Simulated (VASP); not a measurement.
# Zr2H3 (P-6m2) in VASP: notebook

Runs on Zr2H3. Level: PBE. Tasks: single point, relaxation of cell and atoms.

Program: VASP 6.6.1. These are calculated values, not measurements. Logs are shortened: lines on timing, memory, paths and dates and some standing lists are left out, and cuts for length are marked.

**1. The cell of the first run**

Symmetry: P-6m2, No. 187, hexagonal system. Conventional cell: a = 3.311 Å, b = 3.311 Å, c = 5.999 Å, α = 90.00°, β = 90.00°, γ = 120.00°. Within 2.6 Å of Zr (site symmetry 3m) lie 6 H at 1.99 to 2.39 Å. H (site symmetry 3m) has 3 Zr at 1.99 Å and 1 H at 2.06 Å within 2.6 Å. Within 3.4 Å of H (site symmetry -6m2) lie 6 Zr at 2.39 Å and 12 H at 2.75 to 3.31 Å.

The cell was generated, and may not be a known phase.

**2. Single point, PBE**

File INCAR:

```
SYSTEM = Zr2H3
PREC     = Accurate       ! precision mode
ENCUT    = 520            ! plane-wave cutoff, eV
EDIFF    = 1E-6           ! SCF threshold, eV
ISMEAR   = 0              ! smearing method
SIGMA    = 0.1            ! smearing width, eV
LREAL    = .False.        ! projectors in reciprocal space
LASPH    = .True.         ! aspherical terms in the spheres
NELM     = 80             ! most SCF steps
ALGO     = Normal         ! electronic algorithm
ISIF     = 2              ! what is computed and relaxed
LWAVE    = .False.        ! write WAVECAR
LCHARG   = .True.         ! write CHGCAR
GGA      = PE             ! functional
LELF     = .True.         ! ELF
LVHAR    = .True.       
NBANDS   = 22             ! bands
```

File KPOINTS:

```
Automatic mesh
0
Gamma
  6 6 4
  0 0 0
```

File POSCAR:

```
Zr2H3
1.0
    3.3106117485      0.0000000000      0.0000000000
   -1.6553058742      2.8670738762      0.0000000000
    0.0000000000      0.0000000000      5.9988546048
Zr H
2 3
Direct
    0.0000000000      0.0000000000      0.2619152697
    0.0000000000      0.0000000000      0.7380847303
    0.3333333333      0.6666666667      0.1714682072
    0.3333333333      0.6666666667      0.8285317928
    0.6666666667      0.3333333333      0.5000000000
```

Potentials or basis: VASP PAW PBE potentials, release 64 (Zr_sv, H).

Run with:

```console
$ cat potpaw_PBE.64/Zr_sv/POTCAR potpaw_PBE.64/H/POTCAR > POTCAR
$ mpirun -np 1 vasp_std > vasp.out
```

OUTCAR:

```text
SYSTEM = Zr2H3
   PREC = Accurate
   ENCUT = 520
   EDIFF = 1E-6
   ISMEAR = 0
   LREAL = .False.
   LASPH = .True.
   NELM = 80
   ISIF = 2
   GGA = PE

 ion  position               nearest neighbor table
   1  0.000  0.000  0.262-   3 1.99   3 1.99   3 1.99   5 2.39   5 2.39   5 2.39   2 2.86   2 3.14

   2  0.000  0.000  0.738-   4 1.99   4 1.99   4 1.99   5 2.39   5 2.39   5 2.39   1 2.86   1 3.14

   3  0.333  0.667  0.171-   1 1.99   1 1.99   1 1.99
   4  0.333  0.667  0.829-   2 1.99   2 1.99   2 1.99
   5  0.667  0.333  0.500-   1 2.39   2 2.39   1 2.39   2 2.39   1 2.39   2 2.39

  LATTYP: Found a hexagonal cell.
 ALAT       =     3.3106117485
 C/A-ratio  =     1.8120078887

  Lattice vectors:

 A1 = (   3.3106117485,   0.0000000000,   0.0000000000)
 A2 = (  -1.6553058742,   2.8670738762,   0.0000000000)
 A3 = (   0.0000000000,   0.0000000000,   5.9988546048)

Analysis of symmetry for initial positions (statically):
=====================================================================
 Subroutine PRICEL returns:
 Original cell was already a primitive cell.

 Routine SETGRP: Setting up the symmetry group for a
 hexagonal supercell.

 Subroutine GETGRP returns: Found 12 space group operations
 (whereof 12 operations were pure point group operations)
 out of a pool of 24 trial point group operations.

The static configuration has the point symmetry D_3h.

Analysis of symmetry for dynamics (positions and initial velocities):
=====================================================================
 Subroutine PRICEL returns:
 Original cell was already a primitive cell.

 Routine SETGRP: Setting up the symmetry group for a
 hexagonal supercell.

 Subroutine GETGRP returns: Found 12 space group operations
 (whereof 12 operations were pure point group operations)
 out of a pool of 24 trial point group operations.

The dynamic configuration has the point symmetry D_3h.

 Subroutine INISYM returns: Found 12 space group operations
 (whereof 12 operations are pure point group operations),
 and found     1 'primitive' translations

----------------------------------------------------------------------------------------

                                     Primitive cell

  volume of cell :      56.9397

  direct lattice vectors                    reciprocal lattice vectors
     3.310611748  0.000000000  0.000000000     0.302058978  0.174393832  0.000000000
    -1.655305874  2.867073876  0.000000000     0.000000000  0.348787664  0.000000000
     0.000000000  0.000000000  5.998854605     0.000000000  0.000000000  0.166698489

  length of vectors
     3.310611748  3.310611748  5.998854605     0.348787664  0.348787664  0.166698489

  position of ions in fractional coordinates (direct lattice)
     0.000000000  0.000000000  0.261915270
     0.000000000  0.000000000  0.738084730
     0.333333333  0.666666667  0.171468207
     0.333333333  0.666666667  0.828531793
     0.666666667  0.333333333  0.500000000

  ion indices of the primitive-cell ions
   primitive index   ion index
                 1           1
                 2           2
                 3           3
                 4           4
                 5           5

----------------------------------------------------------------------------------------

 KPOINTS: Automatic mesh

Automatic generation of k-mesh.
 Grid dimensions read from file:
 generate k-points for:    6    6    4

 Generating k-lattice:

  Cartesian coordinates                     Fractional coordinates (reciprocal lattice)
     0.050343163  0.029065639  0.000000000     0.166666667  0.000000000  0.000000000
     0.000000000  0.058131277  0.000000000     0.000000000  0.166666667  0.000000000
     0.000000000  0.000000000  0.041674622     0.000000000  0.000000000  0.250000000

  Length of vectors
     0.058131277  0.058131277  0.041674622

  Shift w.r.t. Gamma in fractional coordinates (k-lattice)
     0.000000000  0.000000000  0.000000000

 Subroutine IBZKPT returns following result:
 ===========================================

 Found     21 irreducible k-points:

 Following reciprocal coordinates:
            Coordinates               Weight
  0.000000  0.000000  0.000000      1.000000
  0.166667 -0.000000  0.000000      6.000000
  0.333333  0.000000  0.000000      6.000000
  0.500000  0.000000  0.000000      3.000000
  0.166667  0.166667  0.000000      6.000000
  0.333333  0.166667  0.000000     12.000000
[... 13 lines left out ...]
  0.333333  0.166667  0.500000     12.000000
  0.333333  0.333333  0.500000      2.000000
   k-points           NKPTS =     21   k-points in BZ     NKDIM =     21   number of bands    NBANDS=     22
   number of dos      NEDOS =    301   number of ions     NIONS =      5
   total plane-waves  NPLWV =  37632
   dimension x,y,z NGX =    28 NGY =   28 NGZ =   48
   dimension x,y,z NGXF=    56 NGYF=   56 NGZF=   96
   ions per type =               2   3
   NGX,Y,Z   is equivalent  to a cutoff of  14.06, 14.06, 13.30 a.u.
   NGXF,Y,Z  is equivalent  to a cutoff of  28.12, 28.12, 26.60 a.u.
 SYSTEM =  Zr2H3
   PREC   = accura    normal or accurate (medium, high low for compatibility)
   ISTART =      0    job   : 0-new  1-cont  2-samecut
   ICHARG =      2    charge: 1-file 2-atom 10-const
   ISPIN  =      1    spin polarized calculation?
   LNONCOLLINEAR =      F non collinear calculations
   LSORBIT =      F    spin-orbit coupling
   LASPH  =      T    aspherical Exc in radial PAW
   ENCUT  =  520.0 eV  38.22 Ry    6.18 a.u.   6.16  6.16 11.15*2*pi/ulx,y,z
   NELM   =     80;   NELMIN=  2; NELMDL= -5     # of ELM steps
   EDIFF  = 0.1E-05   stopping-criterion for ELM
   LREAL  =      F    real-space projection
   EDIFFG = 0.1E-04   stopping-criterion for IOM
   NSW    =      0    number of steps for IOM
   IBRION =     -1    ionic relax: 0-MD 1-quasi-New 2-CG
   NFREE  =      0    steps in history (QN), initial steepest desc. (CG)
   ISIF   =      2    stress and relaxation
   ISYM   =      2    0-nonsym 1-usesym 2-fastsym
   POTIM  = 0.5000    time-step for ionic-motion
   TEBEG  =    0.0;   TEEND  =   0.0 temperature during run
   PSTRESS=    0.0 pullay stress
   NELECT =      27.0000    total number of electrons
   NUPDOWN=      -1.0000    fix difference up-down
   EMIN   =  10.00;   EMAX   =-10.00  energy-range for DOS
   EFERMI =   0.00;   METHOD = LEGACY
   ISMEAR =     0;   SIGMA  =   0.10  broadening in eV -4-tet -1-fermi 0-gaus
   EFERMI_NEDOS =   21; number of points for ismear=-14 and -15
   IALGO  =     38    algorithm
   IMIX   =      4    mixing-type and parameters
     AMIX     =   0.40;   BMIX     =  1.00
     AMIX_MAG =   1.60;   BMIX_MAG =  1.00
  volume/ion in A,a.u.               =      11.39        76.85
  Fermi-wavevector in a.u.,A,eV,Ry     =   1.276608  2.412440 22.173799  1.629728
  Thomas-Fermi vector in A             =   2.409255
   LORBIT       =      0    0 simple, 1 ext, 2 COOP (PROOUT), +10 PAW based schemes
   GGA     = PE    functional components
   LHFCALC =     F    Hartree Fock is set to
   AEXX    =    0.0000 exact exchange contribution
   IVDW    =     0    specifies the selected vdW correction
   LEPSILON=     F    determine dielectric tensor
   LRPA    =     F    only Hartree local field effects (RPA)
 non-spin polarized calculation
 Gauss-broadening in eV      SIGMA  =   0.10
  energy-cutoff  :      520.00
  volume of cell :       56.94
 maximum number of plane-waves:      1545
 NGX is ok and might be reduce to    28
   NGX = 13   NGY = 13   NGZ = 23

 number of electron      26.9999999 magnetization

 Free energy of the ion-electron system (eV)
  ---------------------------------------------------
  ext. energy  EPLUGINS =         0.00000000
  ---------------------------------------------------
  free energy    TOTEN  =       -27.84423089 eV

  energy without entropy =      -27.83354255  energy(sigma->0) =      -27.83888672

 E-fermi :   7.6778     XC(G=0): -10.7931

 val. band max:        7.6705728370   @ k =   0.3333   0.0000   0.2500
 cond. band min:       7.7384509576   @ k =   0.1667  -0.0000   0.2500
 fundamental gap:      0.0678781205
 Fermi energy:         7.6777576175

 k-point     1 :       0.0000    0.0000    0.0000
  band No.  band energies     occupation
      1     -41.3030      2.00000
      2     -41.1862      2.00000
      3     -19.8188      2.00000
      4     -19.0802      2.00000
      5     -19.0802      2.00000
      6     -18.9817      2.00000
[... 14 lines left out ...]
     21      12.5308      0.00000
     22      12.6472      0.00000

 k-point     2 :       0.1667   -0.0000    0.0000
  band No.  band energies     occupation
      1     -41.2853      2.00000
      2     -41.1695      2.00000
      3     -19.7881      2.00000
      4     -19.2492      2.00000
      5     -19.1357      2.00000
      6     -19.1154      2.00000
[... 14 lines left out ...]
     21      14.1096      0.00000
     22      14.1279      0.00000

 k-point     3 :       0.3333    0.0000    0.0000
  band No.  band energies     occupation
      1     -41.2499      2.00000
      2     -41.1359      2.00000
      3     -19.7265      2.00000
      4     -19.5722      2.00000
      5     -19.4314      2.00000
      6     -19.1850      2.00000
[... 14 lines left out ...]
     21      14.3428      0.00000
     22      14.3841      0.00000
[... 401 lines left out ...]
 k-point    20 :       0.3333    0.1667    0.5000
  band No.  band energies     occupation
      1     -41.2042      2.00000
      2     -41.1475      2.00000
      3     -19.6040      2.00000
      4     -19.5439      2.00000
      5     -19.4226      2.00000
      6     -19.2760      2.00000
[... 14 lines left out ...]
     21      13.6816      0.00000
     22      14.4206      0.00000

 k-point    21 :       0.3333    0.3333    0.5000
  band No.  band energies     occupation
      1     -41.1954      2.00000
      2     -41.1389      2.00000
      3     -19.5161      2.00000
      4     -19.4664      2.00000
      5     -19.4625      2.00000
      6     -19.4094      2.00000
[... 14 lines left out ...]
     21      13.2724      0.00000
     22      14.5921      0.00000

------------------------ aborting loop because EDIFF is reached ----------------------------------------

  FORCE on cell =-STRESS in cart. coord.  units (eV):
  Direction    XX          YY          ZZ          XY          YZ          ZX
  --------------------------------------------------------------------------------------
  -------------------------------------------------------------------------------------
  Total       -0.0227714     -0.0227714     -0.0160892     -0.0000000      0.0000000      0.0000000
  in kB       -0.6407457     -0.6407457     -0.4527209     -0.0000000      0.0000000      0.0000000
  external PRESSURE =      -0.5780707 kB  Pullay stress =       0.0000000 kB

 VOLUME and BASIS-vectors are now :
 -----------------------------------------------------------------------------
  energy-cutoff  :      520.00
  volume of cell :       56.94
      direct lattice vectors                 reciprocal lattice vectors
     3.310611748  0.000000000  0.000000000     0.302058978  0.174393832  0.000000000
    -1.655305874  2.867073876  0.000000000     0.000000000  0.348787664  0.000000000
     0.000000000  0.000000000  5.998854605     0.000000000  0.000000000  0.166698489

 POSITION                                       TOTAL-FORCE (eV/Angst)
 -----------------------------------------------------------------------------------
      0.00000      0.00000      1.57119        -0.000000      0.000000     -0.007750
      0.00000      0.00000      4.42766        -0.000000      0.000000      0.007750
     -0.00000      1.91138      1.02861         0.000000     -0.000000     -0.000761
     -0.00000      1.91138      4.97024         0.000000     -0.000000      0.000761
      1.65531      0.95569      2.99943        -0.000000     -0.000000     -0.000000
 -----------------------------------------------------------------------------------
    total drift:                                0.000000     -0.000000     -0.000000

  FREE ENERGIE OF THE ION-ELECTRON SYSTEM (eV)
  ---------------------------------------------------
  free  energy   TOTEN  =       -27.8442308886 eV

  energy  without entropy=      -27.8335425511  energy(sigma->0) =      -27.83888672
```

Run time: 14 s. Hardware: 1 thread of AMD EPYC 9R45 (Zen 5), shared host; peak memory 0.15 GiB.

What came out:

```yaml
Free_energy: -27.8442 eV
Pressure: -0.1 GPa
Largest_force: 0.008 eV/Å
Band_gap_on_the_k_mesh: zero (an odd number of electrons rules out a gap without spin polarisation)
```

Forces on the atoms (eV/Å):
```
Zr   0.000  0.000 -0.008
Zr   0.000  0.000  0.008
H    0.000  0.000 -0.001
H    0.000  0.000  0.001
H    0.000  0.000  0.000
```

Caveat: the k points lie up to 0.37 Å⁻¹ apart, too coarse for converged energies and pressures of a metal; an odd number of electrons without spin polarisation forces a metal; a magnetic or distorted state may lie lower.

**3. Single point, PBE**

This run uses another cell than the first one, of 12.40 Å³/atom.

File INCAR:

```
PREC = Accurate ; ENCUT = 520
EDIFF = 1E-7 ; ISMEAR = 0
SIGMA = 0.1 ; LREAL = F
LASPH = T ; NELM = 100
ALGO = Normal ; ISIF = 2
LWAVE = F ; LCHARG = T
GGA = PE ; LELF = T
LVHAR = T ; NBANDS = 22
```

File KPOINTS:

```
regular mesh
0
Gamma
  6 6 4
```

File POSCAR:

```
Zr2H3
1.0
    3.2685654400      0.0000000000      0.0000000000
   -1.6342827200      2.8306607000      0.0000000000
    0.0000000000      0.0000000000      6.7030384900
Zr H
2 3
Direct
    0.0000000000      0.0000000000      0.3051070800
    0.0000000000      0.0000000000      0.6948929200
    0.3333333300      0.6666666700      0.4384391800
    0.3333333300      0.6666666700      0.5615608200
    0.6666666700      0.3333333300      0.5000000000
```

Potentials or basis: VASP PAW PBE potentials, release 64 (Zr_sv, H).

Run with:

```console
$ cat potpaw_PBE.64/Zr_sv/POTCAR potpaw_PBE.64/H/POTCAR > POTCAR
$ mpirun -np 1 vasp_std > vasp.out
```

Run time: 13 s. Hardware: 1 thread of AMD EPYC 9R45 (Zen 5), shared host; peak memory 0.14 GiB.

The run converged. Its results:

```yaml
Free_energy: -23.6690 eV
Pressure: 12.1 GPa
Largest_force: 4.075 eV/Å
Band_gap_on_the_k_mesh: zero (an odd number of electrons rules out a gap without spin polarisation)
```

Forces in eV/Å, atoms in the order of the input:
```
Zr   0.000  0.000 -4.075
Zr   0.000  0.000  4.075
H    0.000  0.000 -3.707
H    0.000  0.000  3.707
H    0.000  0.000  0.000
```

Stress tensor (GPa, compression positive):
```
 8.03  0.00  0.00
 0.00  8.03  0.00
 0.00  0.00 20.24
```

Levels at points of the mesh, in eV from the Fermi level:
```csv
k point,band 12,band 13,band 14,band 15,band 16,band 17
"(0.00, 0.00, 0.00)",-1.40,-1.34,-0.16,-0.16,1.11,1.11
"(0.50, 0.00, 0.00)",-0.62,-0.22,0.03,1.42,1.69,2.17
"(0.00, 0.00, 0.50)",-1.32,-0.60,-0.14,-0.14,1.08,1.08
"(0.50, 0.00, 0.50)",-0.10,0.04,0.12,0.97,1.95,2.60
```

Caveat: the k points lie up to 0.37 Å⁻¹ apart, too coarse for converged energies and pressures of a metal; an odd number of electrons without spin polarisation forces a metal; a magnetic or distorted state may lie lower.

**4. Relaxation of cell and atoms, PBE**

This run uses another cell than the first one, of 12.40 Å³/atom.

File INCAR:

```
SYSTEM = Zr2H3
  ALGO = Normal
  EDIFF = 1E-6
  EDIFFG = -0.04
  ENCUT = 600
  GGA = PE
  IBRION = 2
  ISIF = 3
  ISMEAR = 0
  LASPH = .True.
  LCHARG = .False.
  LREAL = .False.
  LWAVE = .False.
  NELM = 100
  NSW = 90
  PREC = Accurate
  SIGMA = 0.1
```

File KPOINTS:

```
k-points
0
Gamma
  6 6 4
  0 0 0
```

POSCAR is that of step 3.

Run with:

```console
$ cat potpaw_PBE.64/Zr_sv/POTCAR potpaw_PBE.64/H/POTCAR > POTCAR
$ mpirun -np 1 vasp_std > vasp.out
```

Run time: 5.2 min. Hardware: 1 thread of AMD EPYC 9R45 (Zen 5), shared host; peak memory 0.19 GiB.

Results (log left out):

- Free energy: -27.8466 eV
- Relaxed volume: 11.43 Å³/atom
- Relaxed cell: a = 3.316 Å, b = 3.316 Å, c = 6.003 Å, α = 90.00°, β = 90.00°, γ = 120.00°
- Space group after relaxing (to 0.1 Å): P-6m2 (No. 187)
- Energy gained by relaxing: 835.0 meV/atom
- Ionic steps: 42
- Pressure after relaxing: -0.3 GPa
- Largest force after relaxing: 0.029 eV/Å
- Band gap on the k mesh: zero (an odd number of electrons rules out a gap without spin polarisation)

Forces on the atoms (eV/Å):
```
Zr   0.000  0.000 -0.029
Zr   0.000  0.000  0.029
H    0.000  0.000 -0.004
H    0.000  0.000  0.004
H    0.000  0.000  0.000
```

Stress tensor (GPa, compression positive):
```
-0.42  0.00  0.00
 0.00 -0.42  0.00
 0.00  0.00 -0.06
```

The path:
| step | energy change (eV) | largest force (eV/Å) | pressure (GPa) | volume (Å³) |
| --- | --- | --- | --- | --- |
| 1 | 0.0000 | 4.0732 | 12.17 | 62.02 |
| 3 | -1.4934 | 1.7416 | -10.04 | 71.44 |
| 5 | -2.6290 | 1.4481 | 6.88 | 56.83 |
| 7 | -3.2294 | 2.3549 | 9.60 | 53.51 |
| 9 | -3.3624 | 1.0035 | 7.20 | 54.18 |
| 11 | -3.6263 | 1.3801 | -2.10 | 58.41 |
| 13 | -3.7808 | 0.3163 | -1.83 | 58.35 |
| 15 | -3.7992 | 0.2198 | 1.18 | 56.79 |
| 17 | -3.8177 | 0.3101 | 0.69 | 57.10 |
| 19 | -3.8405 | 0.1103 | -1.53 | 58.81 |
| 21 | -3.8527 | 0.0814 | 0.80 | 57.69 |
| 23 | -3.8838 | 0.2438 | 0.69 | 57.54 |
| 25 | -3.8956 | 0.2796 | 0.32 | 57.45 |
| 27 | -3.8993 | 0.2900 | 0.05 | 57.38 |
| 29 | -3.9001 | 0.2785 | -0.11 | 57.34 |
| 31 | -3.9029 | 0.2488 | -0.28 | 57.31 |
| 33 | -3.9128 | 0.2472 | -0.26 | 57.30 |
| 35 | -3.9551 | 0.2402 | -0.09 | 57.23 |
| 37 | -4.0906 | 0.2301 | 0.71 | 56.91 |
| 39 | -4.1722 | 0.1615 | 0.39 | 57.00 |
| 41 | -4.1744 | 0.0501 | -0.17 | 57.22 |
| 42 | -4.1752 | 0.0293 | -0.30 | 57.16 |

Final structure:
```
CELL_PARAMETERS angstrom
3.31601 0.00000 0.00000
-1.65800 2.87175 0.00000
0.00000 0.00000 6.00281
ATOMIC_POSITIONS crystal
Zr 0.00000 0.00000 0.26215
Zr 0.00000 0.00000 0.73785
H 0.33333 0.66667 0.17245
H 0.33333 0.66667 0.82755
H 0.66667 0.33333 0.50000
```

Levels at points of the mesh, in eV from the Fermi level:
```tsv
k point	band 11	band 12	band 13	band 14	band 15	band 16
(0.00, 0.00, 0.00)	-4.46	-1.84	0.22	0.22	1.05	1.68
(0.50, 0.00, 0.00)	-4.41	-2.69	-1.19	0.62	0.79	2.77
(0.00, 0.00, 0.50)	-3.49	-0.60	0.48	0.48	0.73	0.73
(0.50, 0.00, 0.50)	-4.24	-1.69	-0.60	0.80	1.22	1.47
```

Caveat: the k points lie up to 0.36 Å⁻¹ apart in the final cell, too coarse for converged energies and pressures of a metal; an odd number of electrons without spin polarisation forces a metal; a magnetic or distorted state may lie lower.

**5. Overview**

```tsv
task	cell	cutoff (eV)	gap on the mesh (eV)	pressure (GPa)	largest force (eV/Å)
single point	a = 3.311, b = 3.311, c = 5.999 Å, angles 90.0, 90.0, 120.0°, 5 atoms, atomic positions A	520	none	-0.1	0.01
single point	a = 3.269, b = 3.269, c = 6.703 Å, angles 90.0, 90.0, 120.0°, 5 atoms, atomic positions B	520	none	12.1	4.07
relaxation of cell and atoms	relaxed from a = 3.269, b = 3.269, c = 6.703 Å, angles 90.0, 90.0, 120.0°, 5 atoms, atomic positions B	600	none	-0.3	0.03
```

Alike in all rows: level PBE; potentials or basis VASP PAW PBE potentials, release 64 (Zr_sv, H); no spin polarisation; k mesh 6 × 6 × 4; smearing gaussian 0.1 eV.

Caveats: all runs use coarse meshes; an odd number of electrons without spin polarisation forces a metal; a magnetic or distorted state may lie lower.

Total energies depend on the potentials used, so only differences within one code and one set of settings carry meaning.

The gap in the log of VASP goes by the Fermi energy; the results here count the filled bands.